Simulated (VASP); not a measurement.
# CaF2 (Fm-3m) in VASP: a series of runs, part 2 of 2

VASP 6.6.1. Earlier steps stand in the parts before.

### Step 3. Single point, r2SCAN (volume scaled by 1.10)

The input, POSCAR:

```
CaF2
1.0
    0.0000000000      2.8072357700      2.8072357700
    2.8072357700      0.0000000000      2.8072357700
    2.8072357700      2.8072357700      0.0000000000
Ca F
1 2
Direct
    0.0000000000      0.0000000000      0.0000000000
    0.2500000000      0.2500000000      0.2500000000
    0.7500000000      0.7500000000      0.7500000000
```

The input, INCAR.step1:

```
SYSTEM = CaF2
PREC = Accurate
ENCUT = 660
ISMEAR = 0
SIGMA = 0.02
LREAL = .FALSE.
LASPH = .TRUE.
NELM = 120
NBANDS = 19
GGA = PE
ALGO = Normal
EDIFF = 1E-5
LWAVE = .TRUE.
LCHARG = .FALSE.
GGA_COMPAT = .FALSE.
```

The input, INCAR.step2:

```
SYSTEM = CaF2
PREC = Accurate
ENCUT = 660
EDIFF = 1E-6
ISMEAR = 0
SIGMA = 0.02
LREAL = .FALSE.
LASPH = .TRUE.
NELM = 120
ALGO = Normal
ISIF = 2
LWAVE = .FALSE.
LCHARG = .TRUE.
METAGGA = R2SCAN
LMIXTAU = .TRUE.
LELF = .TRUE.
LVHAR = .TRUE.
NBANDS = 19
ISTART = 1
GGA_COMPAT = .FALSE.
```

The input, KPOINTS:

```
regular mesh
0
G
  8 8 8
  0 0 0
```

Potentials or basis: VASP PAW PBE potentials, release 64 (Ca_sv, F).

Run with:

```sh
cat potpaw_PBE.64/Ca_sv/POTCAR potpaw_PBE.64/F/POTCAR > POTCAR
cp INCAR.step1 INCAR
mpirun -np 1 vasp_std > vasp.out
cp INCAR.step2 INCAR
mpirun -np 1 vasp_std > vasp.out
```

OUTCAR:

```text
SYSTEM = CaF2
   PREC = Accurate
   ENCUT = 660
   EDIFF = 1E-6
   ISMEAR = 0
   LREAL = .FALSE.
   LASPH = .TRUE.
   NELM = 120
   ISIF = 2
   METAGGA = R2SCAN
   ISTART = 1

 ion  position               nearest neighbor table
   1  0.000  0.000  0.000-   3 2.43   3 2.43   3 2.43   2 2.43   3 2.43   2 2.43   2 2.43   2 2.43

   2  0.250  0.250  0.250-   1 2.43   1 2.43   1 2.43   1 2.43
   3  0.750  0.750  0.750-   1 2.43   1 2.43   1 2.43   1 2.43

  LATTYP: Found a face centered cubic cell.
 ALAT       =     5.6144715400

  Lattice vectors:

 A1 = (   0.0000000000,   2.8072357700,   2.8072357700)
 A2 = (   2.8072357700,   0.0000000000,   2.8072357700)
 A3 = (   2.8072357700,   2.8072357700,   0.0000000000)

Analysis of symmetry for initial positions (statically):
=====================================================================
 Subroutine PRICEL returns:
 Original cell was already a primitive cell.

 Routine SETGRP: Setting up the symmetry group for a
 face centered cubic supercell.

 Subroutine GETGRP returns: Found 48 space group operations
 (whereof 48 operations were pure point group operations)
 out of a pool of 48 trial point group operations.

The static configuration has the point symmetry O_h .

Analysis of symmetry for dynamics (positions and initial velocities):
=====================================================================
 Subroutine PRICEL returns:
 Original cell was already a primitive cell.

 Routine SETGRP: Setting up the symmetry group for a
 face centered cubic supercell.

 Subroutine GETGRP returns: Found 48 space group operations
 (whereof 48 operations were pure point group operations)
 out of a pool of 48 trial point group operations.

The dynamic configuration has the point symmetry O_h .

 Subroutine INISYM returns: Found 48 space group operations
[... 114 lines left out ...]
   ISMEAR =     0;   SIGMA  =   0.02  broadening in eV -4-tet -1-fermi 0-gaus
   EFERMI_NEDOS =   21; number of points for ismear=-14 and -15
   IALGO  =     38    algorithm
   IMIX   =      4    mixing-type and parameters
     AMIX     =   0.40;   BMIX     =  1.00
     AMIX_MAG =   1.60;   BMIX_MAG =  1.00
  volume/ion in A,a.u.               =      14.75        99.53
  Fermi-wavevector in a.u.,A,eV,Ry     =   1.335128  2.523027 24.253307  1.782568
  Thomas-Fermi vector in A             =   2.463856
   LORBIT       =      0    0 simple, 1 ext, 2 COOP (PROOUT), +10 PAW based schemes
   METAGGA = R2SCAN    functional components
   LHFCALC =     F    Hartree Fock is set to
   AEXX    =    0.0000 exact exchange contribution
   IVDW    =     0    specifies the selected vdW correction
   LEPSILON=     F    determine dielectric tensor
   LRPA    =     F    only Hartree local field effects (RPA)
 non-spin polarized calculation
 Gauss-broadening in eV      SIGMA  =   0.02
  energy-cutoff  :      660.00
  volume of cell :       44.25
 maximum number of plane-waves:      1727
 NGX is ok and might be reduce to    36
   NGX = 17   NGY = 17   NGZ = 17

 number of electron      23.9999997 magnetization

 Free energy of the ion-electron system (eV)
  ---------------------------------------------------
  ext. energy  EPLUGINS =         0.00000000
  ---------------------------------------------------
  free energy    TOTEN  =       -25.88344657 eV

  energy without entropy =      -25.88344657  energy(sigma->0) =      -25.88344657

 E-fermi :  -1.7258     XC(G=0):  -9.8069

 val. band max:       -1.9562300458   @ k =   0.5000   0.5000   0.0000
 cond. band min:       5.5230007835   @ k =   0.0000   0.0000   0.0000
 fundamental gap:      7.4792308293
 Fermi energy:        -1.7258200738

 k-point     1 :       0.0000    0.0000    0.0000
  band No.  band energies     occupation
      1     -39.6211      2.00000
      2     -22.8254      2.00000
      3     -22.1935      2.00000
      4     -19.6798      2.00000
      5     -19.6798      2.00000
      6     -19.6798      2.00000
[... 505 lines left out ...]
      6     -19.4022      2.00000
[... 11 lines left out ...]
     18      10.6511      0.00000
     19      12.3517      0.00000

 [... further k-points ...]

------------------------ aborting loop because EDIFF is reached ----------------------------------------

  FORCE on cell =-STRESS in cart. coord.  units (eV):
  Direction    XX          YY          ZZ          XY          YZ          ZX
  --------------------------------------------------------------------------------------
  -------------------------------------------------------------------------------------
  Total       -1.8554103     -1.8554103     -1.8554103     -0.0000000     -0.0000000      0.0000000
  in kB      -67.1867890    -67.1867890    -67.1867890     -0.0000000     -0.0000000      0.0000000
  external PRESSURE =     -67.1867890 kB  Pullay stress =       0.0000000 kB

 VOLUME and BASIS-vectors are now :
 -----------------------------------------------------------------------------
  energy-cutoff  :      660.00
  volume of cell :       44.25
      direct lattice vectors                 reciprocal lattice vectors
     0.000000000  2.807235770  2.807235770    -0.178111153  0.178111153  0.178111153
     2.807235770  0.000000000  2.807235770     0.178111153 -0.178111153  0.178111153
     2.807235770  2.807235770  0.000000000     0.178111153  0.178111153 -0.178111153

 POSITION                                       TOTAL-FORCE (eV/Angst)
 -----------------------------------------------------------------------------------
      0.00000      0.00000      0.00000        -0.000000      0.000000      0.000000
      1.40362      1.40362      1.40362        -0.000000     -0.000000     -0.000000
      4.21085      4.21085      4.21085         0.000000      0.000000      0.000000
 -----------------------------------------------------------------------------------
    total drift:                                0.000000      0.000000      0.000000

  FREE ENERGIE OF THE ION-ELECTRON SYSTEM (eV)
  ---------------------------------------------------
  free  energy   TOTEN  =       -25.8834465707 eV

  energy  without entropy=      -25.8834465707  energy(sigma->0) =      -25.88344657
```

OUTCAR.step1:

```text
SYSTEM = CaF2
   PREC = Accurate
   ENCUT = 660
   ISMEAR = 0
   LREAL = .FALSE.
   LASPH = .TRUE.
   NELM = 120
[... 753 lines left out ...]
      0.00000      0.00000      0.00000         0.000000     -0.000000     -0.000000
      1.40362      1.40362      1.40362         0.000000      0.000000     -0.000000
      4.21085      4.21085      4.21085        -0.000000     -0.000000      0.000000
 -----------------------------------------------------------------------------------
    total drift:                                0.000000      0.000000      0.000000

  FREE ENERGIE OF THE ION-ELECTRON SYSTEM (eV)
  ---------------------------------------------------
  free  energy   TOTEN  =       -17.3246968134 eV

  energy  without entropy=      -17.3246968134  energy(sigma->0) =      -17.32469681
```

OSZICAR.step1:

```text
N       E                     dE             d eps       ncg     rms          rms(c)
DAV:   1     0.242339049445E+03    0.24234E+03   -0.15267E+04  1102   0.152E+03
DAV:   2    -0.548893545567E+01   -0.24783E+03   -0.24127E+03  1312   0.375E+02
DAV:   3    -0.181997140241E+02   -0.12711E+02   -0.12653E+02  1249   0.893E+01
DAV:   4    -0.186482330480E+02   -0.44852E+00   -0.44720E+00  1714   0.127E+01
DAV:   5    -0.186517883555E+02   -0.35553E-02   -0.35552E-02  1234   0.131E+00    0.806E+00
DAV:   6    -0.173032269269E+02    0.13486E+01   -0.58356E+00  1183   0.160E+01    0.313E+00
DAV:   7    -0.173015862940E+02    0.16406E-02   -0.12129E-01  1296   0.345E+00    0.177E+00
DAV:   8    -0.173210237897E+02   -0.19437E-01   -0.44957E-02  1219   0.232E+00    0.231E-01
DAV:   9    -0.173236910990E+02   -0.26673E-02   -0.83497E-03  1304   0.646E-01    0.138E-01
DAV:  10    -0.173246808939E+02   -0.98979E-03   -0.21216E-03  1178   0.384E-01    0.244E-02
DAV:  11    -0.173246913686E+02   -0.10475E-04   -0.97059E-05  1314   0.886E-02    0.118E-02
DAV:  12    -0.173246968134E+02   -0.54448E-05   -0.18743E-05  1093   0.423E-02
   1 F= -.17324697E+02 E0= -.17324697E+02  d E =-.124734E-50
```

It took 3.1 min on 1 thread of Intel Xeon 8259CL, shared host; peak memory 0.23 GiB.

Results:

| Property | Result |
| --- | --- |
| Free energy | -25.8834 eV |
| Pressure | -6.7 GPa |
| Band gap on the k mesh | 7.48 eV, indirect (least direct gap 7.72 eV) |

Caveat: the PAW data sets were made with another functional, which shifts forces and pressure a little. A k mesh can miss the band edges.
